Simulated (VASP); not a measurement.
TaN, 2 atoms in the cell. It takes space group I4/mmm (No. 139, tetragonal). The conventional cell has a = 3.082 Å, b = 3.082 Å, c = 4.227 Å, α = 90.00°, β = 90.00°, γ = 90.00°. Ta (site symmetry 4/mmm) has 6 N at 2.11 to 2.18 Å within 2.8 Å. Within 2.8 Å of N (site symmetry 4/mmm) lie 6 Ta at 2.11 to 2.18 Å.  This cell differs from its parent crystal: zz strain of -3 %.

```yaml
Program: VASP 6.6.1
Task: electric field gradients
Functional: PBEsol
Potentials_or_basis: VASP PAW PBE potentials, release 64 (Ta_pv, N)
Cutoff: 520 eV
k_mesh: 9 × 9 × 9
Occupations: fermi-dirac, width 0.02 eV
Spin: no spin polarisation
Dipole_correction: no
Further_INCAR_settings: ALGO = Normal; EDIFF = 1e-08; NBANDS = 15
```

Potentials or basis: VASP PAW PBE potentials, release 64 (Ta_pv, N).

Run with:

```bash
$ cat potpaw_PBE.64/Ta_pv/POTCAR potpaw_PBE.64/N/POTCAR > POTCAR
$ mpirun -np 1 vasp_std > vasp.out
```

Hardware: 1 thread of Intel Xeon 6975P-C (shared host).

Question: Estimate the wall time of this run.

Answer: It took 14 s on 1 thread of Intel Xeon 6975P-C, on a shared host, peak memory 0.15 GiB. Counts: scf iterations 14, k points 75.
